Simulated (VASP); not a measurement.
Here is a VASP 6.6.1 calculation.

File INCAR:

```
ALGO = Normal
EDIFF = 1E-7
ENCUT = 520
GGA = PS
ISIF = 2
ISMEAR = 0
LASPH = T
LCHARG = F
LREAL = F
LWAVE = F
NBANDS = 16
NELM = 80
PREC = Accurate
SIGMA = 0.15
```

File KPOINTS:

```
k-points
0
Gamma
  18 18 16
```

File POSCAR:

```
TiO
1.0
    2.9280000000      0.0000000000      0.0000000000
   -1.4640000000      2.5357223823      0.0000000000
    0.0000000000      0.0000000000      3.1290000000
Ti O
1 1
Direct
    0.6666666667      0.3333333333      0.0000000000
    0.0000000000      0.0000000000      0.5000000000
```

Potentials or basis: VASP PAW PBE potentials, release 64 (Ti_sv, O).

The run is started by

```console
$ cat potpaw_PBE.64/Ti_sv/POTCAR potpaw_PBE.64/O/POTCAR > POTCAR
$ mpirun -np 1 vasp_std > vasp.out
```

(1) What does it give for the band gap on the k mesh?

(2) Predict the pressure.

Answers

(1) zero (filled and empty bands touch).

(2) -34.0 GPa.

Caveat: the PAW data sets were made with another functional, which shifts forces and pressure a little; semilocal functionals often make such compounds metallic where correlation or magnetic order opens a gap, which also shifts bond lengths.
